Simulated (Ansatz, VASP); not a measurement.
# Nb in VASP and in Ansatz

Contents of INCAR:

```
SYSTEM = Nb
PREC = Accurate
ENCUT = 520
EDIFF = 1E-6
ISMEAR = -1
SIGMA = 0.1
LREAL = .False.
LASPH = .True.
NELM = 100
ALGO = Normal
ISIF = 2
LWAVE = .False.
LCHARG = .False.
GGA = PS
NBANDS = 34
```

Contents of KPOINTS:

```
Automatic mesh
0
Gamma
  14 14 4
  0 0 0
```

File POSCAR:

```
Nb
1.0
    2.7912150483      0.0000000000      0.0000000000
   -1.3956075242      2.4172631393      0.0000000000
    0.0000000000      0.0000000000     10.2681195417
Nb
4
Direct
    0.0000000000      1.0000000000      1.0000000000
    0.0000000000      1.0000000000      0.5000000000
    0.3333333333      0.6666666667      0.2500000000
    0.6666666667      0.3333333333      0.7500000000
```

Input for Ansatz:

```yaml
crystal:
  lattice:
    - [2.7912150483, 0.0, 0.0]
    - [-1.3956075242, 2.4172631393, 0.0]
    - [0.0, 0.0, 10.2681195417]
  atoms:
    - { symbol: Nb, position: [0.0, 1.0, 1.0] }
    - { symbol: Nb, position: [0.0, 1.0, 0.5] }
    - { symbol: Nb, position: [0.3333333333, 0.6666666667, 0.25] }
    - { symbol: Nb, position: [0.6666666667, 0.3333333333, 0.75] }
hamiltonian:
  xc: pbesol
  pseudopotentials:
    kind: paw
    azcp:
      Nb: "pseudopotentials/Nb.paw.azcp"
basis:
  ecutwfc: 420
  fft_grid_basis: typed
kpoints:
  mp_grid: { grid: [14, 14, 4], shift: [0, 0, 0] }
magnetization:
  spin_polarized: false
scf:
  occupations: { method: fermi_dirac, width: 0.1 }
  lower_state_search: "off"
output:
  stress: true
```

Alike in both runs: task single point; functional PBEsol; k mesh 14 × 14 × 4; occupations fermi-dirac, width 0.1 eV; no spin polarisation.

|  | VASP | Ansatz |
| --- | --- | --- |
| version | VASP 6.6.1 | Ansatz 0.2.0 |
| potentials or method | VASP PAW PBE potentials, release 64 (Nb_sv), cutoff 520 eV | plane waves (420 eV) with PAW, scalar-relativistic |
| valence electrons in the cell | 52 | 52 |

VASP gave:

- pressure (GPa): 7.4
- traceless stress, the component that is largest in VASP (GPa): -0.66

Problem. Estimate Ansatz's values.

Solution. Pressure (GPa): 7.7; traceless stress, the component that is largest in VASP (GPa): -0.62.

VASP's potentials were made for PBE, not for PBEsol, and Ansatz warns of the same on its side.
